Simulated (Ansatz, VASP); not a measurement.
# Two plane-wave programs on ZnSe

```xyz
2
Lattice="0.0000 2.8166 2.8166 2.8166 0.0000 2.8166 2.8166 2.8166 0.0000" Properties=species:S:1:pos:R:3 pbc="T T T"
Zn    0.0000    0.0000    0.0000
Se    1.4083    1.4083    1.4083
```

Alike in both runs: functional PBEsol; k mesh 8 × 8 × 8; occupations gaussian, width 0.02 eV; no spin polarisation.

Ansatz relaxed the structure, and its values are those at the end. VASP's run is a single point on that final structure, the one shown.

|  | VASP | Ansatz |
| --- | --- | --- |
| version | VASP 6.6.1 | Ansatz 0.2.0 |
| potentials or method | VASP PAW PBE potentials, release 64 (Zn, Se), cutoff 520 eV | scalar-relativistic, plane waves, PAW |
| valence electrons in the cell | 18 | 28 |

|  | VASP | Ansatz | Ansatz less VASP |
| --- | --- | --- | --- |
| gap on the k mesh at the Fermi level (eV) | 1.24 | 1.24 | -0.004 |
| least direct gap on the mesh (eV) | 1.24 | 1.24 | -0.004 |
| pressure (GPa) | 0.3 | 0.0 | -0.27 |

VASP's potentials were made for PBE, not for PBEsol. VASP's potentials hold 18 valence electrons a cell and Ansatz's 28, so a difference there can come from the potentials and not from the codes.
